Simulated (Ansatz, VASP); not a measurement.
**B: VASP beside Ansatz**

```
B
1.0
     0.00000    1.84033    1.84033
     1.84033    0.00000    1.84033
     1.84033    1.84033    0.00000
B
2
Direct
  0.87500 0.87500 0.87500
  0.12500 0.12500 0.12500
```

Change from the starting cell: volume scaled by 0.75, norm-conserving files.

Alike in both runs: task single point; functional PBE; k mesh 18 × 18 × 18; occupations fermi-dirac, width 0.05 eV; no spin polarisation.

|  | VASP | Ansatz |
| --- | --- | --- |
| version | VASP 6.6.1 | Ansatz 0.2.0 |
| potentials or method | VASP PAW PBE potentials, release 64 (B) | norm-conserving pseudopotentials, scalar-relativistic |
| plane-wave cutoff (eV) | 520 | 1116 |
| valence electrons in the cell | 6 | 6 |

|  | VASP | Ansatz | Ansatz less VASP |
| --- | --- | --- | --- |
| pressure (GPa) | 84.2 | 83.5 | -0.71 |

Both programs put the cell under a high pressure, so it lies far from rest at this level.

Noted on VASP's run: the cell as given lies far from equilibrium.
